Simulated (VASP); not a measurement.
Write the native input for VASP 6.6.1 that does the following.

| Quantity | Value |
| --- | --- |
| Task | relaxation of cell and atoms |
| Functional | PBE |
| Potentials or basis | VASP PAW PBE potentials, release 64 (Cs_sv) |
| Cutoff | 600 eV |
| k mesh | 10 × 10 × 10 |
| Occupations | gaussian, width 0.1 eV |
| Spin | no spin polarisation |
| Dipole correction | no |
| Further INCAR settings | ALGO = Fast; EDIFF = 1e-06; IBRION = 2; EDIFFG = -0.005; NSW = 100; ISIF = 3 |

The structure of Cs lies in POSCAR:

```
Cs
1.0
   -3.1284650600      3.1284650600      3.1284650600
    3.1284650600     -3.1284650600      3.1284650600
    3.1284650600      3.1284650600     -3.1284650600
Cs
1
Direct
    0.0000000000      0.0000000000      0.0000000000
```

These files were run (other wordings do the same):

INCAR

```
SYSTEM = Cs
ALGO     = Fast           ! electronic algorithm
EDIFF    = 1E-6           ! SCF threshold, eV
EDIFFG   = -0.005         ! ionic threshold
ENCUT    = 600            ! plane-wave cutoff, eV
GGA      = PE             ! functional
IBRION   = 2              ! ionic algorithm
ISIF     = 3              ! what is computed and relaxed
ISMEAR   = 0              ! smearing method
LASPH    = .True.         ! aspherical terms in the spheres
LCHARG   = .False.        ! write CHGCAR
LREAL    = .False.        ! projectors in reciprocal space
LWAVE    = .False.        ! write WAVECAR
NELM     = 80             ! most SCF steps
NSW      = 100            ! ionic steps
PREC     = Accurate       ! precision mode
SIGMA    = 0.1            ! smearing width, eV
```

KPOINTS

```
k-points
0
Gamma
  10 10 10
  0 0 0
```

Potentials or basis: VASP PAW PBE potentials, release 64 (Cs_sv).

Command:

```sh
$ cat potpaw_PBE.64/Cs_sv/POTCAR > POTCAR
$ mpirun -np 1 vasp_std > vasp.out
```

It gave:

```json
{"Relaxed volume": "116.71 Å³/atom", "Relaxed cell": "a = 5.332 Å, b = 5.332 Å, c = 5.332 Å, α = 109.47°, β = 109.47°, γ = 109.47°", "Space group after relaxing (to 0.05 Å)": "Im-3m (No. 229)", "Energy gained by relaxing": "1.5 meV/atom", "Ionic steps": "6", "Pressure after relaxing": "0.0 GPa"}
```

It took 6.6 min on 1 thread of Intel Xeon 6975P-C, on a shared host, peak memory 0.35 GiB.
